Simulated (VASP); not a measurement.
# SnO (P6_3/mmc) in VASP: settings compared

The runs below take SnO through relaxation of cell and atoms, single point, with LDA, PBE.

All numbers are computed with VASP 6.6.1; they aren't measurements. Logs are shortened: lines on timing, memory, paths and dates and some standing lists are left out, and cuts for length are marked.

**1. The cell of the first run**

The structure is hexagonal, space group P6_3/mmc (No. 194). Conventional cell: a = 4.175 Å, b = 4.175 Å, c = 5.231 Å, α = 90.00°, β = 90.00°, γ = 120.00°. Sn (site symmetry -6m2) has 5 O at 2.41 to 2.62 Å within 3.2 Å. Within 3.2 Å of O (site symmetry -6m2) lie 5 Sn at 2.41 to 2.62 Å.

**2. Relaxation of cell and atoms, LDA**

The input, INCAR:

```
SYSTEM = SnO
ALGO = Normal
EDIFF = 1E-6
EDIFFG = -0.005
ENCUT = 600
GGA = CA
IBRION = 2
ISIF = 3
ISMEAR = -1
LASPH = .TRUE.
LCHARG = .FALSE.
LREAL = .FALSE.
LWAVE = .FALSE.
NELM = 60
NSW = 80
PREC = Accurate
SIGMA = 0.02
```

The input, KPOINTS:

```
k-points
0
G
  6 6 4
  0 0 0
```

The input, POSCAR:

```
SnO
1.0
    4.1745673716      0.0000000000      0.0000000000
   -2.0872836858      3.6152813936      0.0000000000
    0.0000000000      0.0000000000      5.2308963472
Sn O
2 2
Direct
    0.3333333333      0.6666666667      0.2500000000
    0.6666666667      0.3333333333      0.7500000000
    0.6666666667      0.3333333333      0.2500000000
    0.3333333333      0.6666666667      0.7500000000
```

Potentials or basis: VASP PAW LDA potentials, release 64 (Sn_d, O).

Launch:

```
$ cat potpaw_LDA.64/Sn_d/POTCAR potpaw_LDA.64/O/POTCAR > POTCAR
$ mpirun -np 1 vasp_std > vasp.out
```

OUTCAR:

```text
SYSTEM = SnO
   EDIFF = 1E-6
   EDIFFG = -0.005
   ENCUT = 600
   GGA = CA
   IBRION = 2
   ISIF = 3
   ISMEAR = -1
   LASPH = .TRUE.
   LREAL = .FALSE.
   NELM = 60
   NSW = 80
   PREC = Accurate

 ion  position               nearest neighbor table
   1  0.333  0.667  0.250-   3 2.41   3 2.41   3 2.41   4 2.62   4 2.62   2 3.56   2 3.56   2 3.56
                             2 3.56   2 3.56   2 3.56
   2  0.667  0.333  0.750-   4 2.41   4 2.41   4 2.41   3 2.62   3 2.62   1 3.56   1 3.56   1 3.56
                             1 3.56   1 3.56   1 3.56
   3  0.667  0.333  0.250-   1 2.41   1 2.41   1 2.41   2 2.62   2 2.62
   4  0.333  0.667  0.750-   2 2.41   2 2.41   2 2.41   1 2.62   1 2.62

  LATTYP: Found a hexagonal cell.
 ALAT       =     4.1745673716
 C/A-ratio  =     1.2530391491

  Lattice vectors:

 A1 = (   4.1745673716,   0.0000000000,   0.0000000000)
 A2 = (  -2.0872836858,   3.6152813936,   0.0000000000)
 A3 = (   0.0000000000,   0.0000000000,   5.2308963472)

Analysis of symmetry for initial positions (statically):
=====================================================================
 Subroutine PRICEL returns:
 Original cell was already a primitive cell.

 Routine SETGRP: Setting up the symmetry group for a
 hexagonal supercell.

 Subroutine GETGRP returns: Found 24 space group operations
 (whereof 12 operations were pure point group operations)
 out of a pool of 24 trial point group operations.

The static configuration has the point symmetry D_3d.
 The point group associated with its full space group is D_6h.

Analysis of symmetry for dynamics (positions and initial velocities):
=====================================================================
 Subroutine PRICEL returns:
 Original cell was already a primitive cell.

 Routine SETGRP: Setting up the symmetry group for a
 hexagonal supercell.

 Subroutine GETGRP returns: Found 24 space group operations
 (whereof 12 operations were pure point group operations)
 out of a pool of 24 trial point group operations.

The dynamic configuration has the point symmetry D_3d.
 The point group associated with its full space group is D_6h.

 Subroutine INISYM returns: Found 24 space group operations
 (whereof 12 operations are pure point group operations),
 and found     1 'primitive' translations

----------------------------------------------------------------------------------------

                                     Primitive cell

  volume of cell :      78.9459

  direct lattice vectors                    reciprocal lattice vectors
     4.174567372  0.000000000  0.000000000     0.239545781  0.138301821  0.000000000
    -2.087283686  3.615281394  0.000000000     0.000000000  0.276603642  0.000000000
     0.000000000  0.000000000  5.230896347     0.000000000  0.000000000  0.191171825

  length of vectors
     4.174567372  4.174567372  5.230896347     0.276603642  0.276603642  0.191171825

  position of ions in fractional coordinates (direct lattice)
     0.333333333  0.666666667  0.250000000
     0.666666667  0.333333333  0.750000000
     0.666666667  0.333333333  0.250000000
     0.333333333  0.666666667  0.750000000

  ion indices of the primitive-cell ions
   primitive index   ion index
                 1           1
                 2           2
                 3           3
                 4           4

----------------------------------------------------------------------------------------

 KPOINTS: k-points

Automatic generation of k-mesh.
 Grid dimensions read from file:
 generate k-points for:    6    6    4

 Generating k-lattice:

  Cartesian coordinates                     Fractional coordinates (reciprocal lattice)
     0.039924297  0.023050303  0.000000000     0.166666667 -0.000000000  0.000000000
     0.000000000  0.046100607  0.000000000     0.000000000  0.166666667  0.000000000
     0.000000000  0.000000000  0.047792956     0.000000000  0.000000000  0.250000000

  Length of vectors
     0.046100607  0.046100607  0.047792956

  Shift w.r.t. Gamma in fractional coordinates (k-lattice)
     0.000000000  0.000000000  0.000000000

 Subroutine IBZKPT returns following result:
 ===========================================

 Found     21 irreducible k-points:

 Following reciprocal coordinates:
            Coordinates               Weight
  0.000000  0.000000  0.000000      1.000000
  0.166667  0.000000  0.000000      6.000000
  0.333333 -0.000000  0.000000      6.000000
  0.500000  0.000000  0.000000      3.000000
  0.166667  0.166667  0.000000      6.000000
  0.333333  0.166667  0.000000     12.000000
[... 13 lines left out ...]
  0.333333  0.166667  0.500000     12.000000
  0.333333  0.333333  0.500000      2.000000
   k-points           NKPTS =     21   k-points in BZ     NKDIM =     21   number of bands    NBANDS=     24
   number of dos      NEDOS =    301   number of ions     NIONS =      4
   total plane-waves  NPLWV =  54432
   dimension x,y,z NGX =    36 NGY =   36 NGZ =   42
   dimension x,y,z NGXF=    72 NGYF=   72 NGZF=   84
   ions per type =               2   2
   NGX,Y,Z   is equivalent  to a cutoff of  14.34, 14.34, 13.35 a.u.
   NGXF,Y,Z  is equivalent  to a cutoff of  28.67, 28.67, 26.70 a.u.
 SYSTEM =  SnO
   PREC   = accura    normal or accurate (medium, high low for compatibility)
   ISTART =      0    job   : 0-new  1-cont  2-samecut
   ICHARG =      2    charge: 1-file 2-atom 10-const
   ISPIN  =      1    spin polarized calculation?
   LNONCOLLINEAR =      F non collinear calculations
   LSORBIT =      F    spin-orbit coupling
   LASPH  =      T    aspherical Exc in radial PAW
   ENCUT  =  600.0 eV  44.10 Ry    6.64 a.u.   8.34  8.34 10.45*2*pi/ulx,y,z
   NELM   =     60;   NELMIN=  2; NELMDL= -5     # of ELM steps
   EDIFF  = 0.1E-05   stopping-criterion for ELM
   LREAL  =      F    real-space projection
   EDIFFG = -.5E-02   stopping-criterion for IOM
   NSW    =     80    number of steps for IOM
   IBRION =      2    ionic relax: 0-MD 1-quasi-New 2-CG
   NFREE  =      1    steps in history (QN), initial steepest desc. (CG)
   ISIF   =      3    stress and relaxation
   ISYM   =      2    0-nonsym 1-usesym 2-fastsym
   POTIM  = 0.5000    time-step for ionic-motion
   TEBEG  =    0.0;   TEEND  =   0.0 temperature during run
   PSTRESS=    0.0 pullay stress
   NELECT =      40.0000    total number of electrons
   NUPDOWN=      -1.0000    fix difference up-down
   EMIN   =  10.00;   EMAX   =-10.00  energy-range for DOS
   EFERMI =   0.00;   METHOD = LEGACY
   ISMEAR =    -1;   SIGMA  =   0.02  broadening in eV -4-tet -1-fermi 0-gaus
   EFERMI_NEDOS =   21; number of points for ismear=-14 and -15
   IALGO  =     38    algorithm
   IMIX   =      4    mixing-type and parameters
     AMIX     =   0.40;   BMIX     =  1.00
     AMIX_MAG =   1.60;   BMIX_MAG =  1.00
  volume/ion in A,a.u.               =      19.74       133.19
  Fermi-wavevector in a.u.,A,eV,Ry     =   1.305123  2.466326 23.175446  1.703347
  Thomas-Fermi vector in A             =   2.436014
   LORBIT       =      0    0 simple, 1 ext, 2 COOP (PROOUT), +10 PAW based schemes
   GGA     = CA    functional components
   LHFCALC =     F    Hartree Fock is set to
   AEXX    =    0.0000 exact exchange contribution
   IVDW    =     0    specifies the selected vdW correction
   LEPSILON=     F    determine dielectric tensor
   LRPA    =     F    only Hartree local field effects (RPA)
 conjugate gradient relaxation of ions
 non-spin polarized calculation
  energy-cutoff  :      600.00
  volume of cell :       78.95
 maximum number of plane-waves:      2679
 NGX is ok and might be reduce to    36
   NGX = 17   NGY = 17   NGZ = 21

--------------------------------------- Ionic step        1  -------------------------------------------

 number of electron      39.9999993 magnetization

 Free energy of the ion-electron system (eV)
  ---------------------------------------------------
  ext. energy  EPLUGINS =         0.00000000
  ---------------------------------------------------
  free energy    TOTEN  =       -23.57736621 eV

  energy without entropy =      -23.57736593  energy(sigma->0) =      -23.57736607

------------------------ aborting loop because EDIFF is reached ----------------------------------------

  FORCE on cell =-STRESS in cart. coord.  units (eV):
  Direction    XX          YY          ZZ          XY          YZ          ZX
  --------------------------------------------------------------------------------------
  -------------------------------------------------------------------------------------
  Total       -2.8553326     -2.8553326     -2.9475402      0.0000000      0.0000000     -0.0000000
  in kB      -57.9478846    -57.9478846    -59.8192023      0.0000000      0.0000000     -0.0000000
  external PRESSURE =     -58.5716571 kB  Pullay stress =       0.0000000 kB

 VOLUME and BASIS-vectors are now :
 -----------------------------------------------------------------------------
  energy-cutoff  :      600.00
  volume of cell :       78.95
      direct lattice vectors                 reciprocal lattice vectors
     4.174567372  0.000000000  0.000000000     0.239545781  0.138301821  0.000000000
    -2.087283686  3.615281394  0.000000000     0.000000000  0.276603642  0.000000000
     0.000000000  0.000000000  5.230896347     0.000000000  0.000000000  0.191171825
[... 115 lines left out ...]
 POSITION                                       TOTAL-FORCE (eV/Angst)
 -----------------------------------------------------------------------------------
     -0.00000      2.35176      1.27034        -0.000000      0.000000     -0.000000
      2.03669      1.17588      3.81102         0.000000      0.000000     -0.000000
      2.03669      1.17588      1.27034        -0.000000     -0.000000     -0.000000
     -0.00000      2.35176      3.81102         0.000000     -0.000000      0.000000
 -----------------------------------------------------------------------------------
    total drift:                                0.000000     -0.000000      0.000000

  FREE ENERGIE OF THE ION-ELECTRON SYSTEM (eV)
  ---------------------------------------------------
  free  energy   TOTEN  =       -23.6933519659 eV

  energy  without entropy=      -23.6933402983  energy(sigma->0) =      -23.69334613

--------------------------------------- Ionic step        5  -------------------------------------------

 number of electron      40.0000003 magnetization

 Free energy of the ion-electron system (eV)
  ---------------------------------------------------
  ext. energy  EPLUGINS =         0.00000000
  ---------------------------------------------------
  free energy    TOTEN  =       -23.69372914 eV

  energy without entropy =      -23.69371787  energy(sigma->0) =      -23.69372351

 E-fermi :   7.1331     XC(G=0): -10.4791

 val. band max:        6.9848209464   @ k =   0.3333   0.3333   0.5000
 cond. band min:       7.2813560634   @ k =   0.3333   0.3333   0.5000
 fundamental gap:      0.2965351169
 Fermi energy:         7.1330884984

 k-point     1 :       0.0000    0.0000    0.0000
  band No.  band energies     occupation
      1     -15.1564      2.00000
      2     -14.9157      2.00000
      3     -14.9157      2.00000
      4     -14.8716      2.00000
      5     -14.8716      2.00000
      6     -14.8679      2.00000
[... 16 lines left out ...]
     23      10.0656      0.00000
     24      10.8911      0.00000
[... 560 lines left out ...]
 POSITION                                       TOTAL-FORCE (eV/Angst)
 -----------------------------------------------------------------------------------
     -0.00000      2.35626      1.26506         0.000000     -0.000000      0.000000
      2.04058      1.17813      3.79519        -0.000000     -0.000000      0.000000
      2.04058      1.17813      1.26506        -0.000000     -0.000000      0.000000
     -0.00000      2.35626      3.79519         0.000000      0.000000      0.000000
 -----------------------------------------------------------------------------------
    total drift:                                0.000000     -0.000000      0.000000

  FREE ENERGIE OF THE ION-ELECTRON SYSTEM (eV)
  ---------------------------------------------------
  free  energy   TOTEN  =       -23.6937291438 eV

  energy  without entropy=      -23.6937178738  energy(sigma->0) =      -23.69372351

 reached required accuracy - stopping structural energy minimisation
```

Wall time 3.5 min (1 thread of Intel Xeon Platinum 8259CL at 2.50GHz (Skylake/Cascade Lake), shared host); peak memory 0.21 GiB.

What came out:

* Free energy: -23.6937 eV
* Relaxed volume: 18.25 Å³/atom
* Relaxed cell: a = 4.081 Å, b = 4.081 Å, c = 5.060 Å, α = 90.00°, β = 90.00°, γ = 120.00°
* Space group after relaxing (to 0.05 Å): P6_3/mmc (No. 194)
* Energy gained by relaxing: 29.1 meV/atom
* Ionic steps: 5
* Pressure after relaxing: 0.0 GPa
* Band gap on the k mesh: 0.30 eV, direct

Step by step:
| step | energy change (eV) | largest force (eV/Å) | pressure (GPa) | volume (Å³) |
| --- | --- | --- | --- | --- |
| 1 | 0.0000 | 0.0000 | -5.86 | 78.95 |
| 2 | -0.0988 | 0.0000 | 2.67 | 70.99 |
| 3 | -0.1154 | 0.0000 | 0.00 | 73.03 |
| 4 | -0.1160 | 0.0000 | 0.00 | 73.02 |
| 5 | -0.1164 | 0.0000 | 0.00 | 72.99 |

Final structure:
```xyz
4
Lattice="4.0812 0.0000 0.0000 -2.0406 3.5344 0.0000 0.0000 0.0000 5.0603" Properties=species:S:1:pos:R:3 pbc="T T T"
Sn    0.0000    2.3563    1.2651
Sn    2.0406    1.1781    3.7952
O     2.0406    1.1781    1.2651
O     0.0000    2.3563    3.7952
```

Levels at points of the mesh, in eV from the valence-band top:
```tsv
k point	band 18	band 19	band 20	band 21	band 22	band 23
(0.00, 0.00, 0.00)	-4.17	-4.17	-3.99	2.98	2.98	3.08
(0.50, 0.00, 0.00)	-4.53	-2.00	-1.98	0.78	3.26	3.30
(0.00, 0.00, 0.50)	-4.61	-2.21	-2.21	2.56	2.56	3.03
(0.50, 0.00, 0.50)	-4.24	-1.17	-1.17	0.69	0.69	3.13
```

Caveat: spin-orbit coupling is left out, which moves the levels of the heavy elements. A k mesh can miss the band edges.

**3. Single point, PBE**

This run uses another cell than the first one, of 19.11 Å³/atom, 0.968 times its volume.

The input, INCAR:

```
SYSTEM = SnO
PREC = Accurate
ENCUT = 520
EDIFF = 1E-7
ISMEAR = -1
SIGMA = 0.02
LREAL = .False.
LASPH = .True.
NELM = 100
ALGO = Normal
ISIF = 2
LWAVE = .False.
LCHARG = .False.
GGA = PE
NBANDS = 28
```

The input, KPOINTS:

```
Automatic mesh
0
Gamma
  12 12 6
  0 0 0
```

The input, POSCAR:

```
SnO
1.0
    4.1254992580      0.0000000000      0.0000000000
   -2.0627496290      3.5727871607      0.0000000000
    0.0000000000      0.0000000000      5.1854030836
Sn O
2 2
Direct
    0.3333333333      0.6666666667      0.2500000000
    0.6666666667      0.3333333333      0.7500000000
    0.6666666667      0.3333333333      0.2500000000
    0.3333333333      0.6666666667      0.7500000000
```

Potentials or basis: VASP PAW PBE potentials, release 64 (Sn_d, O).

Launch:

```
$ cat potpaw_PBE.64/Sn_d/POTCAR potpaw_PBE.64/O/POTCAR > POTCAR
$ mpirun -np 1 vasp_std > vasp.out
```

It took 3.5 min on 1 thread of Intel Xeon Platinum 8259CL at 2.50GHz (Skylake/Cascade Lake), shared host; peak memory 0.27 GiB.

The run converged. Its results:

```
Free energy            : -20.9146 eV
Pressure               : 2.6 GPa
Band gap on the k mesh : 0.41 eV, direct
```

Stress tensor (GPa, compression positive):
```
2.68 0.00 0.00
0.00 2.68 0.00
0.00 0.00 2.31
```

Levels at points of the mesh, in eV from the valence-band top:
```csv
k point,band 18,band 19,band 20,band 21,band 22,band 23
"(0.00, 0.00, 0.00)",-3.86,-3.86,-3.59,3.07,3.17,3.17
"(0.50, 0.00, 0.00)",-4.21,-1.86,-1.80,0.97,3.31,3.36
"(0.00, 0.00, 0.50)",-4.26,-2.14,-2.14,2.57,2.57,3.22
"(0.50, 0.00, 0.50)",-3.90,-1.09,-1.09,0.78,0.78,3.23
```

Caveat: spin-orbit coupling is left out, which moves the levels of the heavy elements. As with any semilocal functional, this PBE gap is likely too small.

[end of part 1 of 2]
